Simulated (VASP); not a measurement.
# AlNi2 (P-3m1) in VASP: a series of runs

Runs on AlNi2. Level: r2SCAN. Tasks: single point.

All numbers are computed with VASP 6.6.1; they aren't measurements. Logs are shortened: lines on timing, memory, paths and dates and some standing lists are left out, and cuts for length are marked.

### 1 The cell of the first run

The structure is trigonal, space group P-3m1 (No. 164). The conventional cell has a = 3.974 Å, b = 3.974 Å, c = 4.904 Å, α = 90.00°, β = 90.00°, γ = 120.00°. Al (site symmetry 3m) has 11 Ni at 2.37 to 2.75 Å and 3 Al at 2.96 Å within 3.1 Å. Ni (site symmetry 3m) has 5 Al at 2.37 to 2.48 Å and 9 Ni at 2.47 to 2.93 Å within 3.1 Å. Within 3.2 Å of Ni (site symmetry -3m) lie 8 Ni at 2.45 to 2.47 Å and 6 Al at 2.75 Å. Within 3.2 Å of Ni (site symmetry -3m) lie 8 Ni at 2.45 to 2.77 Å and 6 Al at 2.48 Å.

### 2 Single point, r2SCAN

POSCAR reads:

```
AlNi2
1.0
    3.9740030242      0.0000000000      0.0000000000
   -1.9870015121      3.4415875737      0.0000000000
    0.0000000000      0.0000000000      4.9042588200
Al Ni
2 4
Direct
    0.3333333300      0.6666666700      0.1898740600
    0.6666666700      0.3333333300      0.8101259400
    0.3333333300      0.6666666700      0.6851100400
    0.6666666700      0.3333333300      0.3148899600
    0.0000000000      0.0000000000      0.5000000000
    0.0000000000      0.0000000000      0.0000000000
```

INCAR.step1 reads:

```
PREC = Accurate
ENCUT = 520
ISMEAR = 0
SIGMA = 0.1
LREAL = F
LASPH = T
NELM = 100
NBANDS = 32
GGA = PE
ALGO = Normal
EDIFF = 1E-4
LWAVE = T
LCHARG = F
```

INCAR.step2 reads:

```
PREC = Accurate
ENCUT = 520
EDIFF = 1E-6
ISMEAR = 0
SIGMA = 0.1
LREAL = F
LASPH = T
NELM = 100
ALGO = Normal
ISIF = 2
LWAVE = F
LCHARG = F
METAGGA = R2SCAN
LMIXTAU = T
NBANDS = 32
ISTART = 1
```

KPOINTS reads:

```
Automatic mesh
0
Gamma
  12 12 8
```

Potentials or basis: VASP PAW PBE potentials, release 64 (Al, Ni).

Launch:

```bash
cat potpaw_PBE.64/Al/POTCAR potpaw_PBE.64/Ni/POTCAR > POTCAR
cp INCAR.step1 INCAR
mpirun -np 1 vasp_std > vasp.out
cp INCAR.step2 INCAR
mpirun -np 1 vasp_std > vasp.out
```

OUTCAR:

```text
PREC = Accurate
   ENCUT = 520
   EDIFF = 1E-6
   ISMEAR = 0
   LREAL = F
   LASPH = T
   NELM = 100
   ISIF = 2
   METAGGA = R2SCAN
   ISTART = 1

 ion  position               nearest neighbor table
   1  0.333  0.667  0.190-   4 2.37   4 2.37   4 2.37   3 2.43   3 2.48   6 2.48   6 2.48   6 2.48
                             5 2.75   5 2.75   5 2.75   2 2.96   2 2.96   2 2.96
   2  0.667  0.333  0.810-   3 2.37   3 2.37   3 2.37   4 2.43   4 2.48   6 2.48   6 2.48   6 2.48
                             5 2.75   5 2.75   5 2.75   1 2.96   1 2.96   1 2.96
   3  0.333  0.667  0.685-   2 2.37   2 2.37   2 2.37   1 2.43   5 2.47   5 2.47   5 2.47   1 2.48
                             6 2.77   6 2.77   6 2.77   4 2.93   4 2.93   4 2.93
   4  0.667  0.333  0.315-   1 2.37   1 2.37   1 2.37   2 2.43   5 2.47   5 2.47   5 2.47   2 2.48
                             6 2.77   6 2.77   6 2.77   3 2.93   3 2.93   3 2.93
   5  0.000  0.000  0.500-   6 2.45   6 2.45   3 2.47   4 2.47   4 2.47   3 2.47   4 2.47   3 2.47
                             1 2.75   2 2.75   1 2.75   2 2.75   2 2.75   1 2.75
   6  0.000  0.000  0.000-   5 2.45   5 2.45   1 2.48   2 2.48   2 2.48   1 2.48   2 2.48   1 2.48
                             3 2.77   4 2.77   4 2.77   3 2.77   3 2.77   4 2.77

  LATTYP: Found a hexagonal cell.
 ALAT       =     3.9740030242
 C/A-ratio  =     1.2340853266

  Lattice vectors:

 A1 = (   3.9740030242,   0.0000000000,   0.0000000000)
 A2 = (  -1.9870015121,   3.4415875737,   0.0000000000)
 A3 = (   0.0000000000,   0.0000000000,   4.9042588200)

Analysis of symmetry for initial positions (statically):
=====================================================================
 Subroutine PRICEL returns:
 Original cell was already a primitive cell.

 Routine SETGRP: Setting up the symmetry group for a
 hexagonal supercell.

 Subroutine GETGRP returns: Found 12 space group operations
 (whereof 12 operations were pure point group operations)
 out of a pool of 24 trial point group operations.

The static configuration has the point symmetry D_3d.

Analysis of symmetry for dynamics (positions and initial velocities):
=====================================================================
 Subroutine PRICEL returns:
 Original cell was already a primitive cell.

 Routine SETGRP: Setting up the symmetry group for a
 hexagonal supercell.

 Subroutine GETGRP returns: Found 12 space group operations
 (whereof 12 operations were pure point group operations)
 out of a pool of 24 trial point group operations.

The dynamic configuration has the point symmetry D_3d.

 Subroutine INISYM returns: Found 12 space group operations
 (whereof 12 operations are pure point group operations),
 and found     1 'primitive' translations

----------------------------------------------------------------------------------------

                                     Primitive cell

  volume of cell :      67.0750

  direct lattice vectors                    reciprocal lattice vectors
     3.974003024  0.000000000  0.000000000     0.251635440  0.145281789  0.000000000
    -1.987001512  3.441587574  0.000000000     0.000000000  0.290563578  0.000000000
     0.000000000  0.000000000  4.904258820     0.000000000  0.000000000  0.203904410

  length of vectors
     3.974003024  3.974003024  4.904258820     0.290563578  0.290563578  0.203904410

  position of ions in fractional coordinates (direct lattice)
     0.333333330  0.666666670  0.189874060
     0.666666670  0.333333330  0.810125940
     0.333333330  0.666666670  0.685110040
     0.666666670  0.333333330  0.314889960
     0.000000000  0.000000000  0.500000000
     0.000000000  0.000000000  0.000000000

  ion indices of the primitive-cell ions
   primitive index   ion index
                 1           1
                 2           2
                 3           3
                 4           4
                 5           5
                 6           6

----------------------------------------------------------------------------------------

 KPOINTS: Automatic mesh

Automatic generation of k-mesh.
 Grid dimensions read from file:
 generate k-points for:   12   12    8

 Generating k-lattice:

  Cartesian coordinates                     Fractional coordinates (reciprocal lattice)
     0.020969620  0.012106816  0.000000000     0.083333333  0.000000000  0.000000000
     0.000000000  0.024213632  0.000000000     0.000000000  0.083333333  0.000000000
     0.000000000  0.000000000  0.025488051     0.000000000  0.000000000  0.125000000

  Length of vectors
     0.024213632  0.024213632  0.025488051

  Shift w.r.t. Gamma in fractional coordinates (k-lattice)
     0.000000000  0.000000000  0.000000000

 Subroutine IBZKPT returns following result:
 ===========================================

 Found    131 irreducible k-points:

 Following reciprocal coordinates:
            Coordinates               Weight
  0.000000  0.000000  0.000000      1.000000
  0.083333 -0.000000  0.000000      6.000000
  0.166667  0.000000  0.000000      6.000000
  0.250000  0.000000  0.000000      6.000000
  0.333333  0.000000  0.000000      6.000000
  0.416667 -0.000000  0.000000      6.000000
[... 16 lines left out ...]
  0.166667  0.000000  0.125000      6.000000
  0.000000  0.166667  0.125000      6.000000
 [... further k-points ...]
   k-points           NKPTS =    131   k-points in BZ     NKDIM =    131   number of bands    NBANDS=     32
   number of dos      NEDOS =    301   number of ions     NIONS =      6
   total plane-waves  NPLWV =  32400
   dimension x,y,z NGX =    30 NGY =   30 NGZ =   36
   dimension x,y,z NGXF=    60 NGYF=   60 NGZF=   72
   ions per type =               2   4
   NGX,Y,Z   is equivalent  to a cutoff of  12.55, 12.55, 12.20 a.u.
   NGXF,Y,Z  is equivalent  to a cutoff of  25.10, 25.10, 24.41 a.u.
 SYSTEM =  unknown system
   PREC   = accura    normal or accurate (medium, high low for compatibility)
   ISTART =      1    job   : 0-new  1-cont  2-samecut
   ICHARG =      0    charge: 1-file 2-atom 10-const
   ISPIN  =      1    spin polarized calculation?
   LNONCOLLINEAR =      F non collinear calculations
   LSORBIT =      F    spin-orbit coupling
   LASPH  =      T    aspherical Exc in radial PAW
   ENCUT  =  520.0 eV  38.22 Ry    6.18 a.u.   7.39  7.39  9.12*2*pi/ulx,y,z
   NELM   =    100;   NELMIN=  2; NELMDL=  0     # of ELM steps
   EDIFF  = 0.1E-05   stopping-criterion for ELM
   LREAL  =      F    real-space projection
   EDIFFG = 0.1E-04   stopping-criterion for IOM
   NSW    =      0    number of steps for IOM
   IBRION =     -1    ionic relax: 0-MD 1-quasi-New 2-CG
   NFREE  =      0    steps in history (QN), initial steepest desc. (CG)
   ISIF   =      2    stress and relaxation
   ISYM   =      2    0-nonsym 1-usesym 2-fastsym
   POTIM  = 0.5000    time-step for ionic-motion
   TEBEG  =    0.0;   TEEND  =   0.0 temperature during run
   PSTRESS=    0.0 pullay stress
   NELECT =      46.0000    total number of electrons
   NUPDOWN=      -1.0000    fix difference up-down
   EMIN   =  10.00;   EMAX   =-10.00  energy-range for DOS
   EFERMI =   0.00;   METHOD = LEGACY
   ISMEAR =     0;   SIGMA  =   0.10  broadening in eV -4-tet -1-fermi 0-gaus
   EFERMI_NEDOS =   21; number of points for ismear=-14 and -15
   IALGO  =     38    algorithm
   IMIX   =      4    mixing-type and parameters
     AMIX     =   0.40;   BMIX     =  1.00
     AMIX_MAG =   1.60;   BMIX_MAG =  1.00
  volume/ion in A,a.u.               =      11.18        75.44
  Fermi-wavevector in a.u.,A,eV,Ry     =   1.443690  2.728179 28.357821  2.084241
  Thomas-Fermi vector in A             =   2.562069
   LORBIT       =      0    0 simple, 1 ext, 2 COOP (PROOUT), +10 PAW based schemes
   METAGGA = R2SCAN    functional components
   LHFCALC =     F    Hartree Fock is set to
   AEXX    =    0.0000 exact exchange contribution
   IVDW    =     0    specifies the selected vdW correction
   LEPSILON=     F    determine dielectric tensor
   LRPA    =     F    only Hartree local field effects (RPA)
 non-spin polarized calculation
 Gauss-broadening in eV      SIGMA  =   0.10
  energy-cutoff  :      520.00
  volume of cell :       67.07
 maximum number of plane-waves:      1827
 NGX is ok and might be reduce to    30
   NGX = 15   NGY = 15   NGZ = 19

 number of electron      46.0000031 magnetization

 Free energy of the ion-electron system (eV)
  ---------------------------------------------------
  ext. energy  EPLUGINS =         0.00000000
  ---------------------------------------------------
  free energy    TOTEN  =       -64.26633400 eV

  energy without entropy =      -64.25273950  energy(sigma->0) =      -64.25953675

 E-fermi :   9.9363     XC(G=0): -13.6508

 val. band max:        9.9305239191   @ k =   0.2500   0.1667   0.2500
 cond. band min:       9.9367597108   @ k =  -0.1667   0.5000   0.1250
 fundamental gap:      0.0062357917
 Fermi energy:         9.9363338771

 k-point     1 :       0.0000    0.0000    0.0000
  band No.  band energies     occupation
      1      -1.2031      2.00000
      2       4.4319      2.00000
      3       4.5603      2.00000
      4       5.9137      2.00000
      5       5.9137      2.00000
      6       6.4515      2.00000
[... 24 lines left out ...]
     31      17.1875      0.00000
     32      17.3460      0.00000

 k-point     2 :       0.0833   -0.0000    0.0000
  band No.  band energies     occupation
      1      -1.1082      2.00000
      2       4.4358      2.00000
      3       4.6241      2.00000
      4       5.9216      2.00000
      5       5.9524      2.00000
      6       6.4183      2.00000
[... 24 lines left out ...]
     31      17.1206      0.00000
     32      17.8289      0.00000
[... 733 lines left out ...]
     31      17.4092      0.00000
     32      18.1335      0.00000

 k-point    24 :       0.0000    0.1667    0.1250
  band No.  band energies     occupation
      1      -0.7241      2.00000
      2       3.7278      2.00000
      3       5.1042      2.00000
      4       5.9510      2.00000
      5       6.1147      2.00000
      6       6.3645      2.00000
[... 24 lines left out ...]
     31      17.1680      0.00000
     32      17.4727      0.00000

 [... further k-points ...]

------------------------ aborting loop because EDIFF is reached ----------------------------------------

  FORCE on cell =-STRESS in cart. coord.  units (eV):
  Direction    XX          YY          ZZ          XY          YZ          ZX
  --------------------------------------------------------------------------------------
  -------------------------------------------------------------------------------------
  Total        0.2889530      0.2889530      0.2572390      0.0000000      0.0000000      0.0000000
  in kB        6.9020394      6.9020394      6.1445057      0.0000000      0.0000000      0.0000000
  external PRESSURE =       6.6495281 kB  Pullay stress =       0.0000000 kB

 VOLUME and BASIS-vectors are now :
 -----------------------------------------------------------------------------
  energy-cutoff  :      520.00
  volume of cell :       67.07
      direct lattice vectors                 reciprocal lattice vectors
     3.974003024  0.000000000  0.000000000     0.251635440  0.145281789  0.000000000
    -1.987001512  3.441587574  0.000000000     0.000000000  0.290563578  0.000000000
     0.000000000  0.000000000  4.904258820     0.000000000  0.000000000  0.203904410

 POSITION                                       TOTAL-FORCE (eV/Angst)
 -----------------------------------------------------------------------------------
     -0.00000      2.29439      0.93119         0.000000     -0.000000     -0.000511
      1.98700      1.14720      3.97307        -0.000000      0.000000      0.000511
     -0.00000      2.29439      3.35996         0.000000      0.000000      0.003525
      1.98700      1.14720      1.54430        -0.000000      0.000000     -0.003525
      0.00000      0.00000      2.45213        -0.000000      0.000000     -0.000000
      0.00000      0.00000      0.00000        -0.000000      0.000000     -0.000000
 -----------------------------------------------------------------------------------
    total drift:                                0.000000     -0.000000      0.000000

  FREE ENERGIE OF THE ION-ELECTRON SYSTEM (eV)
  ---------------------------------------------------
  free  energy   TOTEN  =       -64.2663340025 eV

  energy  without entropy=      -64.2527394969  energy(sigma->0) =      -64.25953675
```

Wall time 9.1 min (1 thread of Intel Xeon 6975P-C (Granite Rapids), shared host); peak memory 0.33 GiB.

What came out:

* Free energy: -64.2663 eV
* Pressure: 0.7 GPa
* Largest force: 0.004 eV/Å
* Band gap on the k mesh: zero (bands 23 and 24 overlap by 4.41 eV)

Forces on the atoms (eV/Å):
```
Al   0.000  0.000 -0.001
Al   0.000  0.000  0.001
Ni   0.000  0.000  0.004
Ni   0.000  0.000 -0.004
Ni   0.000  0.000  0.000
Ni   0.000  0.000  0.000
```

Caveat: the PAW data sets were made with another functional, which shifts forces and pressure a little. Spin polarisation is off, so any magnetic state and its effect on volume and gap are missing.

### 3 Single point, r2SCAN

This run uses another cell than the first one, of 11.22 Å³/atom.

POSCAR reads:

```
AlNi2
1.0
    3.9786653620      0.0000000000      0.0000000000
   -1.9893326810      3.4456252766      0.0000000000
    0.0000000000      0.0000000000      4.9093328649
Al Ni
2 4
Direct
    0.3333333333      0.6666666667      0.1899341797
    0.6666666667      0.3333333333      0.8100658203
    0.3333333333      0.6666666667      0.6853320780
    0.6666666667      0.3333333333      0.3146679220
    0.0000000000      0.0000000000      0.5000000000
    0.0000000000      0.0000000000      0.0000000000
```

INCAR.step1 reads:

```
SYSTEM = AlNi2
PREC = Accurate
ENCUT = 520
ISMEAR = 0
SIGMA = 0.1
LREAL = .False.
LASPH = .True.
NELM = 100
NBANDS = 32
GGA = PE
ALGO = Normal
EDIFF = 1E-4
LWAVE = .True.
LCHARG = .False.
```

INCAR.step2 reads:

```
SYSTEM = AlNi2
PREC = Accurate
ENCUT = 520
EDIFF = 1E-7
ISMEAR = 0
SIGMA = 0.1
LREAL = .False.
LASPH = .True.
NELM = 100
ALGO = Normal
ISIF = 2
LWAVE = .False.
LCHARG = .False.
METAGGA = R2SCAN
LMIXTAU = .True.
NBANDS = 32
ISTART = 1
```

KPOINTS reads:

```
regular mesh
0
Gamma
  12 12 8
  0 0 0
```

Potentials or basis: VASP PAW PBE potentials, release 64 (Al, Ni).

Launch:

```bash
cat potpaw_PBE.64/Al/POTCAR potpaw_PBE.64/Ni/POTCAR > POTCAR
cp INCAR.step1 INCAR
mpirun -np 1 vasp_std > vasp.out
cp INCAR.step2 INCAR
mpirun -np 1 vasp_std > vasp.out
```

It took 30 min on 1 thread of Oxide Virtual Turin-like, shared host; peak memory 0.32 GiB.

Results (log left out):

```
Free energy            : -64.2667 eV
Pressure               : 0.0 GPa
Largest force          : 0.004 eV/Å
Band gap on the k mesh : zero (bands 23 and 24 overlap by 4.41 eV)
```

Forces on the atoms (eV/Å):
```
Al   0.000  0.000  0.004
Al   0.000  0.000 -0.004
Ni   0.000  0.000 -0.001
Ni   0.000  0.000  0.001
Ni   0.000  0.000  0.000
Ni   0.000  0.000  0.000
```

Levels at points of the mesh, in eV from the Fermi level:
```csv
k point,band 19,band 20,band 21,band 22,band 23,band 24,band 25,band 26,band 27,band 28
"(0.00, 0.00, 0.00)",-0.73,-0.73,-0.54,-0.54,0.71,3.24,3.24,3.96,3.96,5.33
"(0.50, 0.00, 0.00)",-1.07,-0.81,-0.75,-0.68,-0.56,-0.32,1.04,1.84,3.59,4.09
"(0.00, 0.00, 0.50)",-0.76,-0.76,-0.74,-0.74,4.04,4.15,4.15,4.42,4.42,5.36
"(0.50, 0.00, 0.50)",-1.26,-0.97,-0.81,-0.72,-0.38,-0.26,1.75,1.84,3.56,5.06
```

Caveat: the PAW data sets were made with another functional, which shifts forces and pressure a little.
